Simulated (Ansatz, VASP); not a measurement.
One calculation of Rb, two programs

INCAR

```
ALGO = Normal
EDIFF = 1E-6
ENCUT = 520
GGA = PS
ISIF = 2
ISMEAR = -1
LASPH = T
LCHARG = F
LREAL = F
LWAVE = F
NBANDS = 16
NELM = 100
PREC = Accurate
SIGMA = 0.1
```

File KPOINTS:

```
k-points
0
Gamma
  9 9 6
```

Contents of POSCAR:

```
Rb
1.0
   -4.5058445280      4.5030969397      2.4337913726
    4.5030969397     -4.5058445280      2.4337913726
    4.5774447989      4.5774447989     -2.4388235855
Rb
2
Direct
    0.9999392007      0.0000607993      0.0000000000
    0.7500607993      0.2499392007      0.5000000000
```

Input for Ansatz:

```yaml
crystal:
  lattice:
    - [-4.505844528, 4.5030969397, 2.4337913726]
    - [4.5030969397, -4.505844528, 2.4337913726]
    - [4.5774447989, 4.5774447989, -2.4388235855]
  atoms:
    - { symbol: Rb, position: [0.9999392007, 6.07993e-05, 0.0] }
    - { symbol: Rb, position: [0.7500607993, 0.2499392007, 0.5] }
hamiltonian:
  xc: pbesol
  pseudopotentials:
    kind: paw
    azcp:
      Rb: "pseudopotentials/Rb.paw.azcp"
basis:
  ecutwfc: 420
  fft_grid_basis: typed
kpoints:
  mp_grid: { grid: [9, 9, 6], shift: [0, 0, 0] }
magnetization:
  spin_polarized: false
scf:
  occupations: { method: fermi_dirac, width: 0.1 }
  lower_state_search: "off"
output:
  stress: true
```

Alike in both runs: task single point; functional PBEsol; k mesh 9 × 9 × 6; occupations fermi-dirac, width 0.1 eV; no spin polarisation.

|  | VASP | Ansatz |
| --- | --- | --- |
| version | VASP 6.6.1 | Ansatz 0.2.0 |
| potentials or method | VASP PAW PBE potentials, release 64 (Rb_sv), cutoff 520 eV | plane waves (420 eV) with PAW, scalar-relativistic |
| valence electrons in the cell | 18 | 18 |

|  | VASP | Ansatz | Ansatz less VASP |
| --- | --- | --- | --- |
| pressure (GPa) | -0.2 | -0.2 | 0.00 |

VASP's potentials were made for PBE, not for PBEsol, and Ansatz warns of the same on its side.
